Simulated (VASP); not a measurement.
TaN, 6 atoms in the cell. It takes space group P6/mmm (No. 191, hexagonal). The conventional cell has a = 5.214 Å, b = 5.214 Å, c = 2.897 Å, α = 90.00°, β = 90.00°, γ = 120.00°. Ta (site symmetry 6/mmm) has 6 N at 2.61 Å and 14 Ta at 2.90 to 3.34 Å within 3.4 Å. Ta (site symmetry -6m2) has 6 N at 2.09 Å within 2.8 Å. N (site symmetry mmm) has 6 Ta at 2.09 to 2.61 Å and 4 N at 2.61 Å within 2.8 Å. 

| Quantity | Value |
| --- | --- |
| Program | VASP 6.6.1 |
| Task | single point |
| Functional | PBEsol |
| Potentials or basis | VASP PAW PBE potentials, release 64 (Ta_pv, N) |
| Cutoff | 520 eV |
| k mesh | 5 × 5 × 7 |
| Occupations | fermi-dirac, width 0.1 eV |
| Spin | no spin polarisation |
| Dipole correction | no |
| Further INCAR settings | ALGO = Normal; EDIFF = 1e-07; NBANDS = 33 |

Potentials or basis: VASP PAW PBE potentials, release 64 (Ta_pv, N).

Run with:

```sh
$ cat potpaw_PBE.64/Ta_pv/POTCAR potpaw_PBE.64/N/POTCAR > POTCAR
$ mpirun -np 1 vasp_std > vasp.out
```

Hardware: 1 thread of Intel(R) Xeon(R) Platinum 8259CL CPU @ 2.50GHz (Skylake/Cascade Lake), on a shared host.

Problem. How long does it take, and how much memory?

Solution. Wall time 45 s on 1 thread of Intel(R) Xeon(R) Platinum 8259CL CPU @ 2.50GHz (Skylake/Cascade Lake), on a shared host, peak memory 0.2 GiB. Counts: scf iterations 16, k points 20.
